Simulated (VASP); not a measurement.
Crystal: NaHI.

```xyz
6
Lattice="4.1263 0.0000 0.0000 0.0000 4.1263 0.0000 0.0000 0.0000 7.9769" Properties=species:S:1:pos:R:3 pbc="T T T"
Na    0.0000    2.0631    1.5954
Na    2.0631    0.0000    6.3815
H     0.0000    0.0000    0.0000
H     2.0631    2.0631    0.0000
I     0.0000    2.0631    5.5839
I     2.0631    0.0000    2.3931
```

| Quantity | Value |
| --- | --- |
| Program | VASP 6.6.1 |
| Task | relaxation of cell and atoms |
| Functional | PBEsol |
| Potentials or basis | VASP PAW PBE potentials, release 64 (Na_pv, H, I) |
| Cutoff | 600 eV |
| k mesh | 4 × 4 × 3 |
| Occupations | methfessel-paxton, width 0.0643 eV |
| Spin | no spin polarisation |

At the start: pressure 0.3 GPa; volume 22.64 Å³/atom.

How do energy, volume and symmetry change on relaxing?

Over 26 steps the energy falls by 103.5 meV/atom and the volume is 20.92 Å³/atom (-7.6 %); space group P4/nmm (No. 129, to 0.1 Å) before and after.

Step by step:
```tsv
step	energy change (eV)	largest force (eV/Å)	pressure (GPa)	volume (Å³)
1	0.0000	0.3709	0.29	135.82
2	-0.1003	0.3438	-0.32	136.58
3	-0.3300	0.2581	-1.61	138.27
4	-0.4829	0.1093	-1.87	138.65
5	-0.4789	0.2844	-2.11	139.00
6	-0.5776	0.1202	-1.09	131.26
7	-0.5839	0.1047	-0.77	129.27
8	-0.5840	0.1145	-0.71	128.99
9	-0.6012	0.0758	-0.44	126.91
10	-0.6102	0.0800	-0.10	124.64
11	-0.6107	0.0816	0.00	124.01
12	-0.6120	0.0632	0.06	123.90
13	-0.6137	0.0475	0.14	123.69
14	-0.6142	0.0841	0.32	123.26
15	-0.6145	0.0704	0.25	123.42
16	-0.6154	0.0663	0.20	123.74
17	-0.6174	0.0554	0.07	124.69
18	-0.6185	0.0344	-0.20	126.61
19	-0.6186	0.0385	-0.16	126.24
20	-0.6194	0.0321	-0.10	126.08
21	-0.6202	0.0227	-0.04	125.83
22	-0.6206	0.0210	0.05	125.33
23	-0.6207	0.0168	0.00	125.49
24	-0.6210	0.0143	0.02	125.47
25	-0.6212	0.0112	0.01	125.43
26	-0.6213	0.0015	-0.04	125.54
```

Final structure:
```cif
data_structure
_symmetry_space_group_name_H-M 'P 1'
_symmetry_Int_Tables_number 1
_cell_length_a 4.4484
_cell_length_b 4.4484
_cell_length_c 6.3440
_cell_angle_alpha 90.000
_cell_angle_beta 90.000
_cell_angle_gamma 90.000
_cell_volume 125.54
loop_
_atom_site_label
_atom_site_type_symbol
_atom_site_fract_x
_atom_site_fract_y
_atom_site_fract_z
_atom_site_occupancy
Na1 Na 0.00000 0.50000 0.19860 1
Na2 Na 0.50000 0.00000 0.80140 1
H1 H 0.00000 0.00000 0.00000 1
H2 H 0.50000 0.50000 0.00000 1
I1 I 0.00000 0.50000 0.72002 1
I2 I 0.50000 0.00000 0.27998 1
```

Caveat: the k points lie up to 0.35 Å⁻¹ apart in the final cell, too coarse for converged energies and pressures of a metal; a cell axis changed by over 15 % at a fixed basis, so the end point is rough; the PAW data sets were made with another functional, which shifts forces and pressure a little.
